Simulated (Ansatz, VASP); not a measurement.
# HfC in VASP and in Ansatz

The input INCAR:

```
ALGO     = Normal         # electronic algorithm
EDIFF    = 1E-6           # SCF threshold, eV
ENCUT    = 520            # plane-wave cutoff, eV
GGA      = PS             # functional
ISIF     = 2              # what is computed and relaxed
ISMEAR   = -1             # smearing method
LASPH    = True           # aspherical terms in the spheres
LCHARG   = False          # write CHGCAR
LREAL    = False          # projectors in reciprocal space
LWAVE    = False          # write WAVECAR
NBANDS   = 14             # bands
NELM     = 80             # most SCF steps
PREC     = Accurate       # precision mode
SIGMA    = 0.05           # smearing width, eV
```

Contents of KPOINTS:

```
k-points
0
Gamma
  15 15 15
```

POSCAR

```
HfC
1.0
    0.0697500000      2.3598750000      2.3598750000
    2.3598750000      0.0697500000      2.3598750000
    2.3598750000      2.3598750000      0.0697500000
Hf C
1 1
Direct
    0.5000000000      0.5000000000      0.5000000000
    0.0000000000      0.0000000000      0.0000000000
```

Input for Ansatz:

```yaml
crystal:
  lattice:
    - [0.06975, 2.359875, 2.359875]
    - [2.359875, 0.06975, 2.359875]
    - [2.359875, 2.359875, 0.06975]
  atoms:
    - { symbol: Hf, position: [0.5, 0.5, 0.5] }
    - { symbol: C, position: [0.0, 0.0, 0.0] }
kpoints:
  mp_grid: { grid: [15, 15, 15] }
  band_path:
    path:
      - [0.0, 0.0, 0.0]
      - [0.5, 0.5, 0.5]
      - [0.2428775097, 0.5, 0.7571224903]
      - [-0.2428775097, 0.2428775097, 0.5]
      - [0.0, 0.0, 0.5]
      - [0.0, 0.0, 0.0]
      - [-0.3714387548, 0.0, 0.3714387548]
      - [0.0, 0.3714387548, 0.6285612452]
      - [0.0, 0.5, 0.5]
    npoints: 5
scf:
  occupations: { method: fermi_dirac, width: 0.05 }
hamiltonian:
  xc: pbesol
  pseudopotentials: { kind: all_electron, lapw: { basis_error: 0.001 } }
output:
  forces: true
  stress: true
  eigenvalues: true
```

Change from the starting cell: equal xy, yz and zx shear strains of +3 %.

Alike in both runs: task single point; functional PBEsol; k mesh 15 × 15 × 15; occupations fermi-dirac, width 0.05 eV; no spin polarisation.

|  | VASP | Ansatz |
| --- | --- | --- |
| version | VASP 6.6.1 | Ansatz 0.2.0 |
| potentials or method | VASP PAW PBE potentials, release 64 (Hf_pv, C), cutoff 520 eV | all-electron LAPW, scalar-relativistic |

VASP gave:

```
pressure (GPa)                                                : -6.8
traceless stress, the component that is largest in VASP (GPa) : -5.27
```

Problem. Which values does Ansatz return?

Solution. Pressure (GPa): -6.3; traceless stress, the component that is largest in VASP (GPa): -5.25.

VASP's potentials were made for PBE, not for PBEsol. Ansatz ran all-electron here, and VASP with PAW potentials.

Neither program's run includes spin-orbit coupling.
